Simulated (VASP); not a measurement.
Wanted: the native input for a VASP 6.6.1 run.

| Property | Result |
| --- | --- |
| Task | single point |
| Functional | PBE |
| Potentials or basis | VASP PAW PBE potentials, release 64 (Sc_sv, Mo_sv) |
| Cutoff | 520 eV |
| k mesh | 8 × 8 × 8 |
| Occupations | gaussian, width 0.1 eV |
| Spin | no spin polarisation |
| Dipole correction | no |
| Further INCAR settings | ALGO = Fast; EDIFF = 1e-06; NBANDS = 37 |

The structure of Sc4Mo lies in POSCAR:

```
Sc4Mo
1.0
   -3.1790673988      3.1790673988      3.1790673988
    3.1790673988     -3.1790673988      3.1790673988
    3.1790673988      3.1790673988     -3.1790673988
Sc Mo
4 1
Direct
    0.5000000000      0.5000000000      0.5000000000
    0.0000000000      0.0000000000      0.5000000000
    0.0000000000      0.5000000000      0.0000000000
    0.5000000000      0.0000000000      0.0000000000
    0.0000000000      0.0000000000      0.0000000000
```

The input as run:

INCAR

```
ALGO = Fast ; EDIFF = 1E-6
ENCUT = 520 ; GGA = PE
ISIF = 2 ; ISMEAR = 0
LASPH = T ; LCHARG = T
LELF = T ; LREAL = F
LVHAR = T ; LWAVE = F
NBANDS = 37 ; NELM = 60
PREC = Accurate ; SIGMA = 0.1
```

KPOINTS

```
k-points
0
Gamma
  8 8 8
```

Potentials or basis: VASP PAW PBE potentials, release 64 (Sc_sv, Mo_sv).

Launch:

```sh
$ cat potpaw_PBE.64/Sc_sv/POTCAR potpaw_PBE.64/Mo_sv/POTCAR > POTCAR
$ mpirun -np 1 vasp_std > vasp.out
```

Results of the run:

The pressure is 0.1 GPa and the band gap on the k mesh is zero (band 29 reaches 3.91 eV, above the bottom of band 30 at 3.78 eV).

Wall time 6.7 min on 1 thread of Oxide Virtual Turin-like Processor, on a shared host, peak memory 0.28 GiB.
